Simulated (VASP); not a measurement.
Write the native input for VASP 6.6.1 that does the following.

* Task: single point
* Functional: r2SCAN
* Potentials or basis: VASP PAW PBE potentials, release 64 (Mg, O)
* Cutoff: 520 eV
* k mesh: 8 × 8 × 8
* Occupations: methfessel-paxton, width 0.1 eV
* Spin: no spin polarisation
* Dipole correction: no
* Further INCAR settings: ALGO = Normal; EDIFF = 1e-06; NBANDS = 26

The system is MgO.

```
CELL_PARAMETERS angstrom
4.20443 0.00000 0.00000
0.00000 4.20443 0.00000
0.00000 0.00000 4.20443
ATOMIC_POSITIONS crystal
Mg 0.00000 0.00000 0.00000
Mg 0.00000 0.50000 0.50000
Mg 0.50000 0.00000 0.50000
Mg 0.50000 0.50000 0.00000
O 0.50000 0.00000 0.00000
O 0.50000 0.50000 0.50000
O 0.00000 0.00000 0.50000
O 0.00000 0.50000 0.00000
```

The input as run:

POSCAR

```
MgO
1.0
    4.2044343321      0.0000000000      0.0000000000
    0.0000000000      4.2044343321      0.0000000000
    0.0000000000      0.0000000000      4.2044343321
Mg O
4 4
Direct
    0.0000000000      0.0000000000      0.0000000000
    0.0000000000      0.5000000000      0.5000000000
    0.5000000000      0.0000000000      0.5000000000
    0.5000000000      0.5000000000      0.0000000000
    0.5000000000      0.0000000000      0.0000000000
    0.5000000000      0.5000000000      0.5000000000
    0.0000000000      0.0000000000      0.5000000000
    0.0000000000      0.5000000000      0.0000000000
```

INCAR.step1

```
SYSTEM = MgO
PREC = Accurate
ENCUT = 520
ISMEAR = 1
SIGMA = 0.1
LREAL = .FALSE.
LASPH = .TRUE.
NELM = 80
NBANDS = 26
GGA = PE
ALGO = Normal
EDIFF = 1E-4
LWAVE = .TRUE.
LCHARG = .FALSE.
```

INCAR.step2

```
SYSTEM = MgO
PREC = Accurate
ENCUT = 520
EDIFF = 1E-6
ISMEAR = 1
SIGMA = 0.1
LREAL = .FALSE.
LASPH = .TRUE.
NELM = 80
ALGO = Normal
ISIF = 2
LWAVE = .FALSE.
LCHARG = .FALSE.
METAGGA = R2SCAN
LMIXTAU = .TRUE.
NBANDS = 26
ISTART = 1
```

KPOINTS

```
regular mesh
0
G
  8 8 8
  0 0 0
```

Potentials or basis: VASP PAW PBE potentials, release 64 (Mg, O).

Command:

```bash
$ cat potpaw_PBE.64/Mg/POTCAR potpaw_PBE.64/O/POTCAR > POTCAR
$ cp INCAR.step1 INCAR
$ mpirun -np 1 vasp_std > vasp.out
$ cp INCAR.step2 INCAR
$ mpirun -np 1 vasp_std > vasp.out
```

It gave:

| Quantity | Value |
| --- | --- |
| Pressure | -1.2 GPa |
| Band gap on the k mesh | 5.66 eV |

Caveat: the PAW data sets were made with another functional, which shifts forces and pressure a little.

Run time: 3.8 min on 1 thread of Intel(R) Xeon(R) Platinum 8175M CPU @ 2.50GHz (Skylake/Cascade Lake), on a shared host, peak memory 0.2 GiB.
